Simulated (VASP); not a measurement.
# Al (Fm-3m) in VASP: a series of runs

Al is run at these levels: PBEsol; tasks: single point, relaxation of cell and atoms.

Everything below comes from runs of VASP 6.6.1. Logs are shortened: lines on timing, memory, paths and dates and some standing lists are left out, and cuts for length are marked.

## (1) The cell of the first run

Symmetry: Fm-3m, No. 225, cubic system. Conventional cell: a = 3.934 Å, b = 3.934 Å, c = 3.934 Å, α = 90.00°, β = 90.00°, γ = 90.00°. Al (site symmetry m-3m) has 12 Al at 2.78 Å within 3.7 Å.

## (2) Single point, PBEsol (volume scaled by 0.94)

Contents of INCAR:

```
PREC = Accurate
ENCUT = 520
EDIFF = 1E-7
ISMEAR = -1
SIGMA = 0.08
LREAL = False
LASPH = True
NELM = 80
ALGO = Normal
ISIF = 2
LWAVE = False
LCHARG = False
GGA = PS
NBANDS = 8
```

Contents of KPOINTS:

```
Automatic mesh
0
Gamma
  18 18 18
```

Contents of POSCAR:

```
Al
1.0
    0.0000000000      1.9668070754      1.9668070754
    1.9668070754      0.0000000000      1.9668070754
    1.9668070754      1.9668070754      0.0000000000
Al
1
Direct
    0.0000000000      0.0000000000      0.0000000000
```

Potentials or basis: VASP PAW PBE potentials, release 64 (Al).

On the command line:

```console
> cat potpaw_PBE.64/Al/POTCAR > POTCAR
> mpirun -np 1 vasp_std > vasp.out
```

OUTCAR:

```text
PREC = Accurate
   ENCUT = 520
   EDIFF = 1E-7
   ISMEAR = -1
   LREAL = False
   LASPH = True
   NELM = 80
   ISIF = 2
   GGA = PS

 ion  position               nearest neighbor table
   1  0.000  0.000  0.000-

  LATTYP: Found a face centered cubic cell.
 ALAT       =     3.9336141508

  Lattice vectors:

 A1 = (   0.0000000000,   1.9668070754,   1.9668070754)
 A2 = (   1.9668070754,   0.0000000000,   1.9668070754)
 A3 = (   1.9668070754,   1.9668070754,   0.0000000000)

Analysis of symmetry for initial positions (statically):
=====================================================================
 Subroutine PRICEL returns:
 Original cell was already a primitive cell.

 Routine SETGRP: Setting up the symmetry group for a
 face centered cubic supercell.

 Subroutine GETGRP returns: Found 48 space group operations
 (whereof 48 operations were pure point group operations)
 out of a pool of 48 trial point group operations.

The static configuration has the point symmetry O_h .

Analysis of symmetry for dynamics (positions and initial velocities):
=====================================================================
 Subroutine PRICEL returns:
 Original cell was already a primitive cell.

 Routine SETGRP: Setting up the symmetry group for a
 face centered cubic supercell.

 Subroutine GETGRP returns: Found 48 space group operations
 (whereof 48 operations were pure point group operations)
 out of a pool of 48 trial point group operations.

The dynamic configuration has the point symmetry O_h .

 Subroutine INISYM returns: Found 48 space group operations
 (whereof 48 operations are pure point group operations),
 and found     1 'primitive' translations

----------------------------------------------------------------------------------------

                                     Primitive cell

  volume of cell :      15.2165

  direct lattice vectors                    reciprocal lattice vectors
     0.000000000  1.966807075  1.966807075    -0.254219138  0.254219138  0.254219138
     1.966807075  0.000000000  1.966807075     0.254219138 -0.254219138  0.254219138
     1.966807075  1.966807075  0.000000000     0.254219138  0.254219138 -0.254219138

  length of vectors
     2.781485241  2.781485241  2.781485241     0.440320464  0.440320464  0.440320464

  position of ions in fractional coordinates (direct lattice)
     0.000000000  0.000000000  0.000000000

  ion indices of the primitive-cell ions
   primitive index   ion index
                 1           1

----------------------------------------------------------------------------------------

 KPOINTS: Automatic mesh

Automatic generation of k-mesh.
 Grid dimensions read from file:
 generate k-points for:   18   18   18

 Generating k-lattice:

  Cartesian coordinates                     Fractional coordinates (reciprocal lattice)
    -0.014123285  0.014123285  0.014123285     0.055555556  0.000000000  0.000000000
     0.014123285 -0.014123285  0.014123285     0.000000000  0.055555556  0.000000000
     0.014123285  0.014123285 -0.014123285     0.000000000  0.000000000  0.055555556

  Length of vectors
     0.024462248  0.024462248  0.024462248

  Shift w.r.t. Gamma in fractional coordinates (k-lattice)
     0.000000000  0.000000000  0.000000000

 Subroutine IBZKPT returns following result:
 ===========================================

 Found    195 irreducible k-points:

 Following reciprocal coordinates:
            Coordinates               Weight
  0.000000  0.000000  0.000000      1.000000
  0.055556  0.000000  0.000000      8.000000
  0.111111  0.000000  0.000000      8.000000
  0.166667  0.000000  0.000000      8.000000
  0.222222  0.000000  0.000000      8.000000
  0.277778  0.000000  0.000000      8.000000
[... 16 lines left out ...]
 -0.277778  0.055556  0.000000     24.000000
 -0.222222  0.055556  0.000000     24.000000
 [... further k-points ...]
   k-points           NKPTS =    195   k-points in BZ     NKDIM =    195   number of bands    NBANDS=      8
   number of dos      NEDOS =    301   number of ions     NIONS =      1
   total plane-waves  NPLWV =  13824
   dimension x,y,z NGX =    24 NGY =   24 NGZ =   24
   dimension x,y,z NGXF=    48 NGYF=   48 NGZF=   48
   ions per type =               1
   NGX,Y,Z   is equivalent  to a cutoff of  14.34, 14.34, 14.34 a.u.
   NGXF,Y,Z  is equivalent  to a cutoff of  28.69, 28.69, 28.69 a.u.
 SYSTEM =  unknown system
   PREC   = accura    normal or accurate (medium, high low for compatibility)
   ISTART =      0    job   : 0-new  1-cont  2-samecut
   ICHARG =      2    charge: 1-file 2-atom 10-const
   ISPIN  =      1    spin polarized calculation?
   LNONCOLLINEAR =      F non collinear calculations
   LSORBIT =      F    spin-orbit coupling
   LASPH  =      T    aspherical Exc in radial PAW
   ENCUT  =  520.0 eV  38.22 Ry    6.18 a.u.   5.17  5.17  5.17*2*pi/ulx,y,z
   NELM   =     80;   NELMIN=  2; NELMDL= -5     # of ELM steps
   EDIFF  = 0.1E-06   stopping-criterion for ELM
   LREAL  =      F    real-space projection
   EDIFFG = 0.1E-05   stopping-criterion for IOM
   NSW    =      0    number of steps for IOM
   IBRION =     -1    ionic relax: 0-MD 1-quasi-New 2-CG
   NFREE  =      0    steps in history (QN), initial steepest desc. (CG)
   ISIF   =      2    stress and relaxation
   ISYM   =      2    0-nonsym 1-usesym 2-fastsym
   POTIM  = 0.5000    time-step for ionic-motion
   TEBEG  =    0.0;   TEEND  =   0.0 temperature during run
   PSTRESS=    0.0 pullay stress
   NELECT =       3.0000    total number of electrons
   NUPDOWN=      -1.0000    fix difference up-down
   EMIN   =  10.00;   EMAX   =-10.00  energy-range for DOS
   EFERMI =   0.00;   METHOD = LEGACY
   ISMEAR =    -1;   SIGMA  =   0.08  broadening in eV -4-tet -1-fermi 0-gaus
   EFERMI_NEDOS =   21; number of points for ismear=-14 and -15
   IALGO  =     38    algorithm
   IMIX   =      4    mixing-type and parameters
     AMIX     =   0.40;   BMIX     =  1.00
     AMIX_MAG =   1.60;   BMIX_MAG =  1.00
  volume/ion in A,a.u.               =      15.22       102.69
  Fermi-wavevector in a.u.,A,eV,Ry     =   0.952818  1.800566 12.352226  0.907863
  Thomas-Fermi vector in A             =   2.081416
   LORBIT       =      0    0 simple, 1 ext, 2 COOP (PROOUT), +10 PAW based schemes
[... 35 lines left out ...]
      4      21.8697      0.00000
      5      23.9960      0.00000
      6      23.9960      0.00000
      7      23.9960      0.00000
      8      25.9063      0.00000

 k-point     2 :       0.0556    0.0000    0.0000
  band No.  band energies     occupation
      1      -2.7931      2.00000
      2      20.3953      0.00000
      3      21.6228      0.00000
      4      21.6228      0.00000
      5      24.3846      0.00000
      6      24.3846      0.00000
      7      24.4435      0.00000
      8      26.8697      0.00000

 k-point     3 :       0.1111    0.0000    0.0000
  band No.  band energies     occupation
      1      -2.5280      2.00000
      2      18.0970      0.00000
      3      21.1611      0.00000
      4      21.1611      0.00000
      5      24.4256      0.00000
      6      25.2506      0.00000
      7      25.2506      0.00000
      8      27.4889      0.00000

 k-point     4 :       0.1667    0.0000    0.0000
  band No.  band energies     occupation
      1      -2.0873      2.00000
      2      15.7644      0.00000
      3      20.7326      0.00000
      4      20.7326      0.00000
      5      24.2181      0.00000
      6      25.8532      0.00000
      7      25.8532      0.00000
      8      26.8153      0.00000

 k-point     5 :       0.2222    0.0000    0.0000
  band No.  band energies     occupation
      1      -1.4729      2.00000
      2      13.5068      0.00000
      3      20.4097      0.00000
      4      20.4097      0.00000
      5      24.0145      0.00000
      6      24.8905      0.00000
      7      24.8905      0.00000
      8      27.9352      0.00000

 k-point     6 :       0.2778    0.0000    0.0000
  band No.  band energies     occupation
      1      -0.6871      2.00000
      2      11.3595      0.00000
      3      20.2145      0.00000
      4      20.2145      0.00000
      5      23.8336      0.00000
      6      23.8336      0.00000
      7      23.8909      0.00000
      8      28.0563      0.00000

 k-point     7 :       0.3333    0.0000    0.0000
  band No.  band energies     occupation
      1       0.2667      2.00000
      2       9.3392      0.00277
      3      20.1547      0.00000
      4      20.1547      0.00000
      5      22.8910      0.00000
      6      22.8910      0.00000
      7      23.8856      0.00000
      8      27.0932      0.00000

 k-point     8 :       0.3889    0.0000    0.0000
  band No.  band energies     occupation
      1       1.3846      2.00000
      2       7.4567      2.00000
      3      20.2314      0.00000
      4      20.2314      0.00000
      5      22.0894      0.00000
      6      22.0894      0.00000
      7      24.0150      0.00000
      8      26.2384      0.00000

 k-point     9 :       0.4444    0.0000    0.0000
  band No.  band energies     occupation
      1       2.6591      2.00000
      2       5.7225      2.00000
      3      20.4343      0.00000
      4      20.4343      0.00000
      5      21.4491      0.00000
      6      21.4491      0.00000
      7      24.2673      0.00000
      8      25.5385      0.00000

 k-point    10 :       0.5000    0.0000    0.0000
  band No.  band energies     occupation
      1       3.8983      2.00000
      2       4.3300      2.00000
      3      20.6324      0.00000
      4      20.6324      0.00000
      5      21.1048      0.00000
      6      21.1048      0.00000
      7      24.4786      0.00000
      8      25.1761      0.00000
[... 78 lines left out ...]
 k-point    18 :       0.4444    0.0556    0.0000
  band No.  band energies     occupation
      1       2.2932      2.00000
      2       6.3558      2.00000
      3      19.2430      0.00000
      4      19.7672      0.00000
      5      20.8211      0.00000
      6      22.8882      0.00000
      7      25.2180      0.00000
      8      26.3252      0.00000

 k-point    19 :       0.5000    0.0556    0.0000
  band No.  band energies     occupation
      1       3.6466      2.00000
      2       4.7472      2.00000
      3      19.2279      0.00000
      4      19.5676      0.00000
      5      21.1218      0.00000
      6      22.3212      0.00000
      7      25.4633      0.00000
      8      25.8300      0.00000

 k-point    20 :      -0.4444    0.0556    0.0000
  band No.  band energies     occupation
      1       3.1888      2.00000
      2       5.2560      2.00000
      3      18.8108      0.00000
      4      20.0383      0.00000
      5      21.5981      0.00000
      6      21.8996      0.00000
      7      25.1303      0.00000
      8      26.2017      0.00000

 k-point    21 :      -0.3889    0.0556    0.0000
  band No.  band energies     occupation
      1       1.8684      2.00000
      2       6.9332      2.00000
      3      18.5365      0.00000
      4      20.6496      0.00000
      5      21.6288      0.00000
      6      22.2273      0.00000
      7      24.8020      0.00000
      8      26.8561      0.00000

 k-point    22 :      -0.3333    0.0556    0.0000
  band No.  band energies     occupation
      1       0.6979      2.00000
      2       8.7652      1.28952
      3      18.4095      0.00000
      4      21.2994      0.00000
      5      21.6088      0.00000
      6      22.9983      0.00000
      7      24.6161      0.00000
      8      27.6359      0.00000

 k-point    23 :      -0.2778    0.0556    0.0000
  band No.  band energies     occupation
      1      -0.3105      2.00000
      2      10.7365      0.00000
      3      18.4307      0.00000
      4      21.4320      0.00000
      5      22.3883      0.00000
      6      23.8867      0.00000
      7      24.5869      0.00000
      8      28.4624      0.00000

 k-point    24 :      -0.2222    0.0556    0.0000
  band No.  band energies     occupation
      1      -1.1522      2.00000
      2      12.8354      0.00000
      3      18.6002      0.00000
      4      21.5690      0.00000
      5      23.4276      0.00000
      6      24.5434      0.00000
      7      25.0295      0.00000
      8      27.3036      0.00000

 [... further k-points ...]
[... 5 lines left out ...]
  --------------------------------------------------------------------------------------
  -------------------------------------------------------------------------------------
  Total        0.5564975      0.5564975      0.5564975     -0.0000000      0.0000000     -0.0000000
  in kB       58.5947237     58.5947237     58.5947237     -0.0000000      0.0000000     -0.0000000
  external PRESSURE =      58.5947237 kB  Pullay stress =       0.0000000 kB

 VOLUME and BASIS-vectors are now :
 -----------------------------------------------------------------------------
  energy-cutoff  :      520.00
  volume of cell :       15.22
      direct lattice vectors                 reciprocal lattice vectors
     0.000000000  1.966807075  1.966807075    -0.254219138  0.254219138  0.254219138
     1.966807075  0.000000000  1.966807075     0.254219138 -0.254219138  0.254219138
     1.966807075  1.966807075  0.000000000     0.254219138  0.254219138 -0.254219138

 POSITION                                       TOTAL-FORCE (eV/Angst)
 -----------------------------------------------------------------------------------
      0.00000      0.00000      0.00000         0.000000     -0.000000     -0.000000
 -----------------------------------------------------------------------------------
    total drift:                                0.000000     -0.000000     -0.000000

  FREE ENERGIE OF THE ION-ELECTRON SYSTEM (eV)
  ---------------------------------------------------
  free  energy   TOTEN  =        -4.0776784987 eV

  energy  without entropy=       -4.0685653161  energy(sigma->0) =       -4.07312191
```

It took 8.2 s on 1 thread of Intel Xeon 6975P-C (Granite Rapids), shared host; peak memory 0.14 GiB.

Results:

```yaml
Free_energy: -4.0777 eV
Pressure: 5.9 GPa
```

Levels at points of the mesh, in eV from the Fermi level:
| k point | band 1 | band 2 | band 3 | band 4 | band 5 | band 6 |
| --- | --- | --- | --- | --- | --- | --- |
| (0.00, 0.00, 0.00) | -11.69 | 13.06 | 13.06 | 13.06 | 15.18 | 15.18 |
| (0.50, 0.00, 0.00) | -4.91 | -4.48 | 11.82 | 11.82 | 12.29 | 12.29 |
| (0.50, 0.50, 0.00) | -3.11 | -1.63 | 5.28 | 5.99 | 5.99 | 9.87 |

Caveat: the cell differs from its parent crystal (volume scaled by 0.94); the PAW data sets were made with another functional, which shifts forces and pressure a little.

## (3) Single point, PBEsol

This run uses another cell than the first one, of 16.19 Å³/atom, 1.064 times its volume.

Contents of INCAR:

```
SYSTEM = Al
PREC = Accurate
ENCUT = 520
EDIFF = 1E-6
ISMEAR = -1
SIGMA = 0.08
LREAL = .FALSE.
LASPH = .TRUE.
NELM = 80
ALGO = Normal
ISIF = 2
LWAVE = .FALSE.
LCHARG = .FALSE.
GGA = PS
NBANDS = 8
```

Contents of KPOINTS:

```
Automatic mesh
0
G
  18 18 18
  0 0 0
```

Contents of POSCAR:

```
Al
1.0
    0.0000000000      2.0077939631      2.0077939631
    2.0077939631      0.0000000000      2.0077939631
    2.0077939631      2.0077939631      0.0000000000
Al
1
Direct
    0.0000000000      0.0000000000      0.0000000000
```

Potentials or basis: VASP PAW PBE potentials, release 64 (Al).

On the command line:

```console
> cat potpaw_PBE.64/Al/POTCAR > POTCAR
> mpirun -np 1 vasp_std > vasp.out
```

Wall time 6.1 s (1 thread of Intel Xeon 6975P-C (Granite Rapids), shared host); peak memory 0.14 GiB.

Results (log left out):

```
Free energy : -4.0946 eV
Pressure    : 0.0 GPa
```

Levels at points of the mesh, in eV from the Fermi level:
```csv
k point,band 1,band 2,band 3,band 4,band 5
"(0.00, 0.00, 0.00)",-11.25,12.71,12.71,12.71,14.35
"(0.50, 0.00, 0.00)",-4.66,-4.39,11.53,11.53,11.61
"(0.50, 0.50, 0.00)",-2.95,-1.60,5.27,5.69,5.69
```

Caveat: the PAW data sets were made with another functional, which shifts forces and pressure a little.

## (4) Single point, PBEsol

This run uses another cell than the first one, of 16.19 Å³/atom, 1.064 times its volume.

Contents of INCAR:

```
ALGO = Normal
EDIFF = 1E-6
ENCUT = 520
GGA = PS
ISIF = 2
ISMEAR = -1
LASPH = T
LCHARG = F
LREAL = F
LWAVE = F
NBANDS = 8
NELM = 100
PREC = Accurate
SIGMA = 0.08
```

Contents of KPOINTS:

```
k-points
0
Gamma
  18 18 18
```

POSCAR is that of step 3.

On the command line:

```console
> cat potpaw_PBE.64/Al/POTCAR > POTCAR
> mpirun -np 1 vasp_std > vasp.out
```

Wall time 6.2 s (1 thread of Intel Xeon 6975P-C (Granite Rapids), shared host); peak memory 0.14 GiB.

The run converged. Its results:

| Quantity | Value |
| --- | --- |
| Free energy | -4.0946 eV |
| Pressure | 0.0 GPa |

Levels at points of the mesh, in eV from the Fermi level:
| k point | band 1 | band 2 | band 3 | band 4 |
| --- | --- | --- | --- | --- |
| (0.00, 0.00, 0.00) | -11.25 | 12.71 | 12.71 | 12.71 |
| (0.50, 0.00, 0.00) | -4.66 | -4.39 | 11.53 | 11.53 |
| (0.50, 0.50, 0.00) | -2.95 | -1.60 | 5.27 | 5.69 |

Caveat: the PAW data sets were made with another functional, which shifts forces and pressure a little.

## (5) Relaxation of cell and atoms, PBEsol

This run uses another cell than the first one, of 16.61 Å³/atom, 1.092 times its volume.

Contents of INCAR:

```
  PREC = Accurate
  ENCUT = 600
  EDIFF = 1E-7
  ISMEAR = -1
  SIGMA = 0.08
  LREAL = F
  LASPH = T
  NELM = 60
  ALGO = Normal
  ISIF = 3
  LWAVE = F
  LCHARG = F
  GGA = PS
  IBRION = 2
  NSW = 60
  EDIFFG = -0.005
```

Contents of KPOINTS:

```
Automatic mesh
0
Gamma
  18 18 18
```

Contents of POSCAR:

```
Al
1.0
    0.0000000000      2.0251003354      2.0251003354
    2.0251003354      0.0000000000      2.0251003354
    2.0251003354      2.0251003354      0.0000000000
Al
1
Direct
    0.0000000000      0.0000000000      0.0000000000
```

On the command line:

```console
> cat potpaw_PBE.64/Al/POTCAR > POTCAR
> mpirun -np 1 vasp_std > vasp.out
```

It took 8.5 s on 1 thread of Intel Xeon 6975P-C (Granite Rapids), shared host; peak memory 0.15 GiB.

The run converged. Its results:

```yaml
Free_energy: -4.0947 eV
Relaxed_volume: 16.19 Å³/atom
Relaxed_cell: a = 2.840 Å, b = 2.840 Å, c = 2.840 Å, α = 60.00°, β = 60.00°, γ = 60.00°
Space_group_after_relaxing_to_0.05_Å: Fm-3m (No. 225)
Energy_gained_by_relaxing: 2.6 meV/atom
Ionic_steps: 3
Pressure_after_relaxing: 0.0 GPa
```

Step by step:
| step | energy change (eV) | largest force (eV/Å) | pressure (GPa) | volume (Å³) |
| --- | --- | --- | --- | --- |
| 1 | 0.0000 | 0.0000 | -1.96 | 16.61 |
| 2 | -0.0025 | 0.0000 | 0.35 | 16.13 |
| 3 | -0.0026 | 0.0000 | 0.00 | 16.19 |

Final structure:
```
Al
1.0
     0.00000    2.00801    2.00801
     2.00801    0.00000    2.00801
     2.00801    2.00801    0.00000
Al
1
Direct
  0.00000 0.00000 0.00000
```

Levels at points of the mesh, in eV from the Fermi level:
```csv
k point,band 1,band 2,band 3,band 4,band 5
"(0.00, 0.00, 0.00)",-11.25,12.71,12.71,12.71,14.35
"(0.50, 0.00, 0.00)",-4.66,-4.39,11.53,11.58,11.61
"(0.50, 0.50, 0.00)",-2.95,-1.60,5.27,5.69,5.69
```

Caveat: the PAW data sets were made with another functional, which shifts forces and pressure a little.

## (6) Summary

```tsv
task	cell	cutoff (eV)	gap on the mesh (eV)	pressure (GPa)
single point	a = 2.781 Å, angles 60.0°, 1 atom	520	none	5.9
single point	a = 2.839 Å, angles 60.0°, 1 atom	520	none	0.0
relaxation of cell and atoms	relaxed from a = 2.864 Å, angles 60.0°, 1 atom	600	none	0.0
```

Alike in all rows: level PBEsol; potentials or basis VASP PAW PBE potentials, release 64 (Al); no spin polarisation; k mesh 18 × 18 × 18; smearing fermi-dirac 0.08 eV.

Caveats: the PAW data sets were made with another functional, which shifts forces and pressure a little.

Total energies depend on the potentials used, so only differences within one code and one set of settings carry meaning.
